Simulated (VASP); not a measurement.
Runs of VASP 6.6.1 on W. The structure is that of space group I4/mmm (No. 139), or close to it. The cells are those of the table. 

| cell | gap on the mesh (eV) | pressure (GPa) |
| --- | --- | --- |
| a = 2.759 Å, angles 105.4, 105.4, 118.0°, 1 atom | none | (a) |
| a = 2.779 Å, angles 103.5, 103.5, 122.2°, 1 atom | none | 10.7 |
| a = 2.812 Å, angles 101.5, 101.5, 126.9°, 1 atom | none | 19.9 |
| a = 2.765 Å, angles 114.7, 114.7, 99.4°, 1 atom | none | 5.3 |

Alike in all rows: task single point; level r2SCAN; potentials or basis VASP PAW PBE potentials, release 64 (W_sv); no spin polarisation; k mesh 30 × 30 × 30; cutoff (eV) 520; smearing gaussian 0.15 eV.

**Question.** Fill in the values left out.

**Answer.** (a) 5.7.

Caveats: the cell stands under pressure; the PAW data sets were made with another functional, which shifts forces and pressure a little; spin-orbit coupling is left out, which moves the levels of the heavy elements.

A k mesh can miss the band edges, and the runs leave out spin-orbit coupling on W.

A gap of «none» marks levels without a gap at the run's occupations.
